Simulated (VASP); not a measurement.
# HgF3 (Fm-3m) in VASP: further runs

Runs on HgF3. Level: PBEsol. Tasks: single point.

Everything below comes from runs of VASP 6.6.1. Logs are shortened: lines on timing, memory, paths and dates and some standing lists are left out, and cuts for length are marked.

**1. The cell of the first run**

Symmetry: Fm-3m, No. 225, cubic system. Conventional cell: a = 5.298 Å, b = 5.298 Å, c = 5.298 Å, α = 90.00°, β = 90.00°, γ = 90.00°. Within 3.0 Å of Hg (site symmetry m-3m) lie 14 F at 2.29 to 2.65 Å. Within 3.0 Å of F (site symmetry m-3m) lie 8 F at 2.29 Å and 6 Hg at 2.65 Å. F (site symmetry -43m) has 4 Hg at 2.29 Å and 10 F at 2.29 to 2.65 Å within 3.0 Å.

**2. Single point, PBEsol**

INCAR

```
SYSTEM = HgF3
PREC = Accurate
ENCUT = 600
EDIFF = 1E-6
ISMEAR = -1
SIGMA = 0.05
LREAL = .False.
LASPH = .True.
NELM = 120
ALGO = Normal
ISIF = 2
LWAVE = .False.
LCHARG = .False.
GGA = PS
NBANDS = 24
GGA_COMPAT = .False.
```

KPOINTS

```
regular mesh
0
Gamma
  8 8 8
  0 0 0
```

POSCAR

```
HgF3
1.0
    0.0000000000      2.6489118110      2.6489118110
    2.6489118110      0.0000000000      2.6489118110
    2.6489118110      2.6489118110      0.0000000000
Hg F
1 3
Direct
    0.0000000000      0.0000000000      0.0000000000
    0.5000000000      0.5000000000      0.5000000000
    0.2500000000      0.2500000000      0.2500000000
    0.7500000000      0.7500000000      0.7500000000
```

Potentials or basis: VASP PAW PBE potentials, release 64 (Hg, F).

Command:

```
$ cat potpaw_PBE.64/Hg/POTCAR potpaw_PBE.64/F/POTCAR > POTCAR
$ mpirun -np 1 vasp_std > vasp.out
```

OUTCAR:

```text
SYSTEM = HgF3
   PREC = Accurate
   ENCUT = 600
   EDIFF = 1E-6
   ISMEAR = -1
   LREAL = .False.
   LASPH = .True.
   NELM = 120
   ISIF = 2
   GGA = PS

 ion  position               nearest neighbor table
   1  0.000  0.000  0.000-   3 2.29   4 2.29   4 2.29   4 2.29   4 2.29   3 2.29   3 2.29   3 2.29
                             2 2.65   2 2.65   2 2.65   2 2.65   2 2.65   2 2.65
   2  0.500  0.500  0.500-   1 2.65   1 2.65   1 2.65   1 2.65   1 2.65   1 2.65
   3  0.250  0.250  0.250-   1 2.29   1 2.29   1 2.29   1 2.29
   4  0.750  0.750  0.750-   1 2.29   1 2.29   1 2.29   1 2.29

  LATTYP: Found a face centered cubic cell.
 ALAT       =     5.2978236220

  Lattice vectors:

 A1 = (   0.0000000000,   2.6489118110,   2.6489118110)
 A2 = (   2.6489118110,   0.0000000000,   2.6489118110)
 A3 = (   2.6489118110,   2.6489118110,   0.0000000000)

Analysis of symmetry for initial positions (statically):
=====================================================================
 Subroutine PRICEL returns:
 Original cell was already a primitive cell.

 Routine SETGRP: Setting up the symmetry group for a
 face centered cubic supercell.

 Subroutine GETGRP returns: Found 48 space group operations
 (whereof 48 operations were pure point group operations)
 out of a pool of 48 trial point group operations.

The static configuration has the point symmetry O_h .

Analysis of symmetry for dynamics (positions and initial velocities):
=====================================================================
 Subroutine PRICEL returns:
 Original cell was already a primitive cell.

 Routine SETGRP: Setting up the symmetry group for a
 face centered cubic supercell.

 Subroutine GETGRP returns: Found 48 space group operations
 (whereof 48 operations were pure point group operations)
 out of a pool of 48 trial point group operations.

The dynamic configuration has the point symmetry O_h .

 Subroutine INISYM returns: Found 48 space group operations
 (whereof 48 operations are pure point group operations),
 and found     1 'primitive' translations

----------------------------------------------------------------------------------------

                                     Primitive cell

  volume of cell :      37.1734

  direct lattice vectors                    reciprocal lattice vectors
     0.000000000  2.648911811  2.648911811    -0.188756756  0.188756756  0.188756756
     2.648911811  0.000000000  2.648911811     0.188756756 -0.188756756  0.188756756
     2.648911811  2.648911811  0.000000000     0.188756756  0.188756756 -0.188756756

  length of vectors
     3.746127009  3.746127009  3.746127009     0.326936291  0.326936291  0.326936291

[... 87 lines left out ...]
   NSW    =      0    number of steps for IOM
   IBRION =     -1    ionic relax: 0-MD 1-quasi-New 2-CG
   NFREE  =      0    steps in history (QN), initial steepest desc. (CG)
   ISIF   =      2    stress and relaxation
   ISYM   =      2    0-nonsym 1-usesym 2-fastsym
   POTIM  = 0.5000    time-step for ionic-motion
   TEBEG  =    0.0;   TEEND  =   0.0 temperature during run
   PSTRESS=    0.0 pullay stress
   NELECT =      33.0000    total number of electrons
   NUPDOWN=      -1.0000    fix difference up-down
   EMIN   =  10.00;   EMAX   =-10.00  energy-range for DOS
   EFERMI =   0.00;   METHOD = LEGACY
   ISMEAR =    -1;   SIGMA  =   0.05  broadening in eV -4-tet -1-fermi 0-gaus
   EFERMI_NEDOS =   21; number of points for ismear=-14 and -15
   IALGO  =     38    algorithm
   IMIX   =      4    mixing-type and parameters
     AMIX     =   0.40;   BMIX     =  1.00
     AMIX_MAG =   1.60;   BMIX_MAG =  1.00
  volume/ion in A,a.u.               =       9.29        62.71
  Fermi-wavevector in a.u.,A,eV,Ry     =   1.573386  2.973269 33.681819  2.475544
  Thomas-Fermi vector in A             =   2.674678
   LORBIT       =      0    0 simple, 1 ext, 2 COOP (PROOUT), +10 PAW based schemes
   GGA     = PS    functional components
   LHFCALC =     F    Hartree Fock is set to
   AEXX    =    0.0000 exact exchange contribution
   IVDW    =     0    specifies the selected vdW correction
   LEPSILON=     F    determine dielectric tensor
   LRPA    =     F    only Hartree local field effects (RPA)
 non-spin polarized calculation
  energy-cutoff  :      600.00
  volume of cell :       37.17
 maximum number of plane-waves:      1254
 NGX is ok and might be reduce to    30
   NGX = 15   NGY = 15   NGZ = 15

 number of electron      33.0000014 magnetization

 Free energy of the ion-electron system (eV)
  ---------------------------------------------------
  ext. energy  EPLUGINS =         0.00000000
  ---------------------------------------------------
  free energy    TOTEN  =        -8.98164323 eV

  energy without entropy =       -8.93382978  energy(sigma->0) =       -8.95773651

 E-fermi :   1.7266     XC(G=0): -12.8135

 val. band max:        1.7249387951   @ k =   0.3750   0.3750   0.0000
 cond. band min:       1.7391545507   @ k =  -0.3750   0.1250   0.0000
 fundamental gap:      0.0142157556
 Fermi energy:         1.7265759024

 k-point     1 :       0.0000    0.0000    0.0000
  band No.  band energies     occupation
      1     -21.3000      2.00000
      2     -19.3766      2.00000
      3     -17.7489      2.00000
      4      -4.9536      2.00000
      5      -4.9536      2.00000
      6      -4.9536      2.00000
[... 637 lines left out ...]
     23      22.3307      0.00000
     24      23.2276      0.00000

 [... further k-points ...]

------------------------ aborting loop because EDIFF is reached ----------------------------------------

  FORCE on cell =-STRESS in cart. coord.  units (eV):
  Direction    XX          YY          ZZ          XY          YZ          ZX
  --------------------------------------------------------------------------------------
  -------------------------------------------------------------------------------------
  Total        7.3056225      7.3056225      7.3056225      0.0000000      0.0000000      0.0000000
  in kB      314.8729240    314.8729240    314.8729240      0.0000000      0.0000000      0.0000000
  external PRESSURE =     314.8729240 kB  Pullay stress =       0.0000000 kB

 VOLUME and BASIS-vectors are now :
 -----------------------------------------------------------------------------
  energy-cutoff  :      600.00
  volume of cell :       37.17
      direct lattice vectors                 reciprocal lattice vectors
     0.000000000  2.648911811  2.648911811    -0.188756756  0.188756756  0.188756756
     2.648911811  0.000000000  2.648911811     0.188756756 -0.188756756  0.188756756
     2.648911811  2.648911811  0.000000000     0.188756756  0.188756756 -0.188756756

 POSITION                                       TOTAL-FORCE (eV/Angst)
 -----------------------------------------------------------------------------------
      0.00000      0.00000      0.00000        -0.000000     -0.000000      0.000000
      2.64891      2.64891      2.64891        -0.000000     -0.000000      0.000000
      1.32446      1.32446      1.32446         0.000000      0.000000      0.000000
      3.97337      3.97337      3.97337        -0.000000     -0.000000     -0.000000
 -----------------------------------------------------------------------------------
    total drift:                                0.000000     -0.000000      0.000000

  FREE ENERGIE OF THE ION-ELECTRON SYSTEM (eV)
  ---------------------------------------------------
  free  energy   TOTEN  =        -8.9816432311 eV

  energy  without entropy=       -8.9338297826  energy(sigma->0) =       -8.95773651
```

stdout:

```text
POSCAR found type information on POSCAR HgF
 POSCAR found :  2 types and       4 ions
 scaLAPACK will be used
 -----------------------------------------------------------------------------
|                                                                             |
|                                                                             |
|     You enforced a specific xc type in the INCAR file but a different       |
|     I HOPE YOU KNOW WHAT YOU ARE DOING!                                     |
|                                                                             |
 -----------------------------------------------------------------------------

 LDA part: xc-table for (Slater+PW92), standard interpolation
 POSCAR, INCAR and KPOINTS ok, starting setup
 FFT: planning ... GRIDC
 FFT: planning ... GRID_SOFT
 FFT: planning ... GRID
 WAVECAR not read
 entering main loop
```

Wall time 49 s (1 thread of Intel Xeon Platinum 8259CL at 2.50GHz (Skylake/Cascade Lake), shared host); peak memory 0.18 GiB.

Results:

* Free energy: -8.9816 eV
* Pressure: 31.5 GPa
* Band gap on the k mesh: zero (an odd number of electrons rules out a gap without spin polarisation)

Caveat: the cell stands under pressure; the PAW data sets were made with another functional, which shifts forces and pressure a little; spin-orbit coupling is left out, which moves the levels of the heavy elements; an odd number of electrons without spin polarisation forces a metal; a magnetic or distorted state may lie lower.

**3. Single point, PBEsol**

This run uses another cell than the first one, of 9.72 Å³/atom.

INCAR

```
PREC = Accurate
ENCUT = 600
EDIFF = 1E-6
ISMEAR = -1
SIGMA = 0.05
LREAL = F
LASPH = T
NELM = 120
ALGO = Normal
ISIF = 2
LWAVE = F
LCHARG = F
GGA = PS
NBANDS = 24
GGA_COMPAT = F
```

KPOINTS

```
regular mesh
0
Gamma
  8 8 8
```

POSCAR

```
HgF3
1.0
    0.0000000000      2.6883975176      2.6883975176
    2.6883975176      0.0000000000      2.6883975176
    2.6883975176      2.6883975176      0.0000000000
Hg F
1 3
Direct
    0.0000000000      0.0000000000      0.0000000000
    0.5000000000      0.5000000000      0.5000000000
    0.2500000000      0.2500000000      0.2500000000
    0.7500000000      0.7500000000      0.7500000000
```

Potentials or basis: VASP PAW PBE potentials, release 64 (Hg, F).

Command:

```
$ cat potpaw_PBE.64/Hg/POTCAR potpaw_PBE.64/F/POTCAR > POTCAR
$ mpirun -np 1 vasp_std > vasp.out
```

OUTCAR:

```text
PREC = Accurate
   ENCUT = 600
   EDIFF = 1E-6
   ISMEAR = -1
   LREAL = F
   LASPH = T
   NELM = 120
   ISIF = 2
   GGA = PS

 ion  position               nearest neighbor table
   1  0.000  0.000  0.000-   4 2.33   4 2.33   4 2.33   3 2.33   3 2.33   3 2.33   4 2.33   3 2.33
                             2 2.69   2 2.69   2 2.69   2 2.69   2 2.69   2 2.69
   2  0.500  0.500  0.500-   1 2.69   1 2.69   1 2.69   1 2.69   1 2.69   1 2.69
   3  0.250  0.250  0.250-   1 2.33   1 2.33   1 2.33   1 2.33
   4  0.750  0.750  0.750-   1 2.33   1 2.33   1 2.33   1 2.33
[... 848 lines left out ...]
  --------------------------------------------------------------------------------------
  -------------------------------------------------------------------------------------
  Total        5.1222842      5.1222842      5.1222842      0.0000000      0.0000000      0.0000000
  in kB      211.1853553    211.1853553    211.1853553      0.0000000      0.0000000      0.0000000
  external PRESSURE =     211.1853553 kB  Pullay stress =       0.0000000 kB

 VOLUME and BASIS-vectors are now :
 -----------------------------------------------------------------------------
  energy-cutoff  :      600.00
  volume of cell :       38.86
      direct lattice vectors                 reciprocal lattice vectors
     0.000000000  2.688397518  2.688397518    -0.185984400  0.185984400  0.185984400
     2.688397518  0.000000000  2.688397518     0.185984400 -0.185984400  0.185984400
     2.688397518  2.688397518  0.000000000     0.185984400  0.185984400 -0.185984400

 POSITION                                       TOTAL-FORCE (eV/Angst)
 -----------------------------------------------------------------------------------
      0.00000      0.00000      0.00000         0.000000      0.000000     -0.000000
      2.68840      2.68840      2.68840         0.000000      0.000000     -0.000000
      1.34420      1.34420      1.34420         0.000000      0.000000      0.000000
      4.03260      4.03260      4.03260        -0.000000     -0.000000     -0.000000
 -----------------------------------------------------------------------------------
    total drift:                                0.000000     -0.000000      0.000000

  FREE ENERGIE OF THE ION-ELECTRON SYSTEM (eV)
  ---------------------------------------------------
  free  energy   TOTEN  =        -9.2628198514 eV

  energy  without entropy=       -9.2122044022  energy(sigma->0) =       -9.23751213
```

stdout:

```text
POSCAR found type information on POSCAR HgF
 POSCAR found :  2 types and       4 ions
 scaLAPACK will be used
 -----------------------------------------------------------------------------
|                                                                             |
|                                                                             |
|     You enforced a specific xc type in the INCAR file but a different       |
|     I HOPE YOU KNOW WHAT YOU ARE DOING!                                     |
|                                                                             |
 -----------------------------------------------------------------------------

 LDA part: xc-table for (Slater+PW92), standard interpolation
 POSCAR, INCAR and KPOINTS ok, starting setup
 FFT: planning ... GRIDC
 FFT: planning ... GRID_SOFT
 FFT: planning ... GRID
 WAVECAR not read
 entering main loop
```

It took 48 s on 1 thread of Intel Xeon Platinum 8259CL at 2.50GHz (Skylake/Cascade Lake), shared host; peak memory 0.18 GiB.

What came out:

```
Free energy            : -9.2628 eV
Pressure               : 21.1 GPa
Band gap on the k mesh : zero (an odd number of electrons rules out a gap without spin polarisation)
```

Levels at points of the mesh, in eV from the Fermi level:
| k point | band 15 | band 16 | band 17 | band 18 | band 19 | band 20 |
| --- | --- | --- | --- | --- | --- | --- |
| (0.00, 0.00, 0.00) | -0.39 | -0.39 | -0.39 | 1.83 | 13.75 | 13.75 |
| (0.50, 0.00, 0.00) | -0.45 | 0.20 | 0.20 | 5.31 | 10.90 | 13.12 |
| (0.50, 0.50, 0.00) | -0.73 | -0.33 | -0.33 | 5.22 | 11.02 | 14.65 |

Caveat: the cell stands under pressure; the PAW data sets were made with another functional, which shifts forces and pressure a little; spin-orbit coupling is left out, which moves the levels of the heavy elements; an odd number of electrons without spin polarisation forces a metal; a magnetic or distorted state may lie lower.

(Continued in part 2 of 2.)
